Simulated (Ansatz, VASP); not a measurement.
**KCl: VASP beside Ansatz**

The input INCAR:

```
  ALGO = Normal
  EDIFF = 1E-6
  ENCUT = 520
  GGA = PE
  ISIF = 2
  ISMEAR = -1
  LASPH = T
  LCHARG = F
  LREAL = F
  LWAVE = F
  NBANDS = 15
  NELM = 100
  PREC = Accurate
  SIGMA = 0.05
```

Contents of KPOINTS:

```
k-points
0
Gamma
  13 13 13
```

File POSCAR:

```
KCl
1.0
    0.0000000000      3.1463510734      3.1463510734
    3.1463510734      0.0000000000      3.1463510734
    3.1463510734      3.1463510734      0.0000000000
K Cl
1 1
Direct
    0.0000000000      0.0000000000      0.0000000000
    0.5000000000      0.5000000000      0.5000000000
```

Input for Ansatz:

```yaml
crystal:
  lattice:
    - [0.0, 3.1463510734, 3.1463510734]
    - [3.1463510734, 0.0, 3.1463510734]
    - [3.1463510734, 3.1463510734, 0.0]
  atoms:
    - { symbol: K, position: [0.0, 0.0, 0.0] }
    - { symbol: Cl, position: [0.5, 0.5, 0.5] }
kpoints:
  mp_grid: { grid: [13, 13, 13] }
scf:
  occupations: { method: fermi_dirac, width: 0.05 }
hamiltonian:
  xc: pbe
  pseudopotentials: { kind: all_electron, lapw: { basis_error: 0.00025 } }
output:
  forces: true
  stress: true
  eigenvalues: true
```

Change from the starting cell: volume scaled by 0.96.

Alike in both runs: task single point; functional PBE; k mesh 13 × 13 × 13; occupations fermi-dirac, width 0.05 eV; no spin polarisation.

|  | VASP | Ansatz |
| --- | --- | --- |
| version | VASP 6.6.1 | Ansatz 0.2.0 |
| potentials or method | VASP PAW PBE potentials, release 64 (K_sv, Cl), cutoff 520 eV | all-electron LAPW, scalar-relativistic |

|  | VASP | Ansatz | Ansatz less VASP |
| --- | --- | --- | --- |
| gap on the k mesh at the Fermi level (eV) | 5.19 | 5.19 | +0.002 |
| pressure (GPa) | 0.8 | 0.8 | -0.03 |

Ansatz ran all-electron here, and VASP with PAW potentials.
